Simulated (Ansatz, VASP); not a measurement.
## PtS2: VASP beside Ansatz

```
Pt S
1.0
     3.56334    0.00000    0.00000
    -1.78167    3.08595    0.00000
     0.00000    0.00000    4.55039
Pt S
1 2
Direct
  0.00000 0.00000 0.00000
  0.33333 0.66667 0.25987
  0.66667 0.33333 0.74013
```

Alike in both runs: functional LDA; k mesh 6 × 6 × 4; occupations gaussian, width 0.1 eV; no spin polarisation.

Ansatz relaxed the structure, and its values are those at the end. VASP's run is a single point on that final structure, the one shown.

```csv
,VASP,Ansatz
version,VASP 6.6.1,Ansatz 0.2.0
potentials or method,"VASP PAW LDA potentials, release 64 (Pt, S), cutoff 520 eV","scalar-relativistic, plane waves, PAW"
valence electrons in the cell,22,30
```

```csv
,VASP,Ansatz,Ansatz less VASP
gap on the k mesh at the Fermi level (eV),none,none,-
pressure (GPa),0.2,0.2,-0.01
rms of the force components (eV/Å),0.017,0.018,+0.0015
```

LDA's correlation is that of Perdew and Zunger in VASP and of Perdew and Wang (1992) in Ansatz. A gap of «none» marks a metal or a gap that the smearing closes. VASP's potentials hold 22 valence electrons a cell and Ansatz's 30, so a difference there can come from the potentials and not from the codes.

Neither program's run includes spin-orbit coupling.
